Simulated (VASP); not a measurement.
Wanted: the native input for a VASP 6.6.1 run.

- Task: single point
- Functional: PBEsol
- Potentials or basis: VASP PAW PBE potentials, release 64 (Os)
- Cutoff: 600 eV
- k mesh: 14 × 14 × 14
- Occupations: fermi-dirac, width 0.05 eV
- Spin: no spin polarisation
- Dipole correction: no
- Further INCAR settings: ALGO = Normal; EDIFF = 1e-06; NBANDS = 10

The structure of Os lies in POSCAR:

```
Os
1.0
    0.0000000000      1.9450000000      1.9450000000
    1.9450000000      0.0000000000      1.9450000000
    1.9450000000      1.9450000000      0.0000000000
Os
1
Direct
    0.0000000000      0.0000000000      0.0000000000
```

These files were run (other wordings do the same):

INCAR

```
SYSTEM = Os
ALGO = Normal
EDIFF = 1E-6
ENCUT = 600
GGA = PS
GGA_COMPAT = .FALSE.
ISIF = 2
ISMEAR = -1
LASPH = .TRUE.
LCHARG = .TRUE.
LELF = .TRUE.
LREAL = .FALSE.
LVHAR = .TRUE.
LWAVE = .FALSE.
NBANDS = 10
NELM = 120
PREC = Accurate
SIGMA = 0.05
```

KPOINTS

```
k-points
0
G
  14 14 14
  0 0 0
```

Potentials or basis: VASP PAW PBE potentials, release 64 (Os).

Run with:

```bash
$ cat potpaw_PBE.64/Os/POTCAR > POTCAR
$ mpirun -np 1 vasp_std > vasp.out
```

It gave:

- Pressure: -19.8 GPa
- Band gap on the k mesh: zero (band 4 reaches 10.67 eV, above the bottom of band 5 at 7.19 eV)

Caveat: the PAW data sets were made with another functional, which shifts forces and pressure a little; spin-orbit coupling is left out, which moves the levels of the heavy elements.

Run time: 7.4 s on 1 thread of Intel(R) Xeon(R) Platinum 8559C (Emerald Rapids) (shared host), peak memory 0.15 GiB.
